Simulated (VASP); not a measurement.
A run of VASP 6.6.1 is set up as follows.

Contents of INCAR:

```
  PREC = Accurate
  ENCUT = 500
  EDIFF = 1E-6
  ISMEAR = 1
  SIGMA = 0.1
  LREAL = F
  LASPH = T
  NELM = 120
  ALGO = Normal
  ISIF = 2
  LWAVE = F
  LCHARG = T
  GGA = PS
  LELF = T
  LVHAR = T
  NBANDS = 12
  GGA_COMPAT = F
```

Contents of KPOINTS:

```
regular mesh
0
Gamma
  18 18 18
```

The input POSCAR:

```
Au
1.0
    0.0000000000      2.0418871429      2.0418871429
    2.0418871429      0.0000000000      2.0418871429
    2.0418871429      2.0418871429      0.0000000000
Au
1
Direct
    0.0000000000      0.0000000000      0.0000000000
```

Potentials or basis: VASP PAW PBE potentials, release 64 (Au).

Run with:

```sh
$ cat potpaw_PBE.64/Au/POTCAR > POTCAR
$ mpirun -np 1 vasp_std > vasp.out
```

Question: What does it give for the band gap on the k mesh?

Answer: Zero (an odd number of electrons rules out a gap without spin polarisation).

Question: Estimate the pressure.

Answer: -0.3 GPa.

Caveat: the PAW data sets were made with another functional, which shifts forces and pressure a little; spin-orbit coupling is left out, which moves the levels of the heavy elements.
